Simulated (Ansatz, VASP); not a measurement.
# Two plane-wave programs on Ni

File INCAR:

```
PREC = Accurate
ENCUT = 520
EDIFF = 1E-7
ISMEAR = -1
SIGMA = 0.05
LREAL = False
LASPH = True
NELM = 150
ALGO = Normal
ISIF = 2
LWAVE = False
LCHARG = False
ISPIN = 2
MAGMOM = 0.71 0.71
LORBIT = 11
LMAXMIX = 4
GGA = RP
NBANDS = 21
```

KPOINTS

```
Automatic mesh
0
Gamma
  16 16 9
```

The input POSCAR:

```
Ni
1.0
    2.4087894765      0.0000000000      0.0000000000
   -1.2043947382      2.0860728790      0.0000000000
    0.0000000000      0.0000000000      3.9443472461
Ni
2
Direct
    0.3333333333      0.6666666667      0.2500000000
    0.6666666667      0.3333333333      0.7500000000
```

Input for Ansatz:

```yaml
crystal:
  lattice:
    - [2.4087894765, 0.0, 0.0]
    - [-1.2043947382, 2.086072879, 0.0]
    - [0.0, 0.0, 3.9443472461]
  atoms:
    - { symbol: Ni, position: [0.3333333333, 0.6666666667, 0.25], spin: 0.71 }
    - { symbol: Ni, position: [0.6666666667, 0.3333333333, 0.75], spin: 0.71 }
hamiltonian:
  xc: rpbe
  pseudopotentials:
    kind: paw
    azcp:
      Ni: "pseudopotentials/Ni.paw.azcp"
basis:
  ecutwfc: 420
  fft_grid_basis: typed
kpoints:
  mp_grid: { grid: [16, 16, 9], shift: [0, 0, 0] }
magnetization:
  spin_polarized: true
scf:
  occupations: { method: fermi_dirac, width: 0.05 }
  lower_state_search: "off"
output:
  stress: true
```

Alike in both runs: task single point; functional RPBE; k mesh 16 × 16 × 9; occupations fermi-dirac, width 0.05 eV; collinear spin.

```csv
,VASP,Ansatz
version,VASP 6.6.1,Ansatz 0.2.0
potentials or method,"VASP PAW PBE potentials, release 64 (Ni), cutoff 520 eV","plane waves (420 eV) with PAW, scalar-relativistic"
valence electrons in the cell,20,36
```

VASP gave:

| Quantity | Value |
| --- | --- |
| net moment per atom (μB) | 0.58 |
| size of the moment on the site where the two differ most (μB) | 0.59 |

Problem. Which values does Ansatz return?

Solution. net moment per atom (μB): 0.60; size of the moment on the site where the two differ most (μB): 0.63.

VASP's potentials were made for PBE, not for RPBE. Site moments also hang on the region over which each program counts them. VASP's potentials hold 20 valence electrons a cell and Ansatz's 36, so a difference there can come from the potentials and not from the codes.
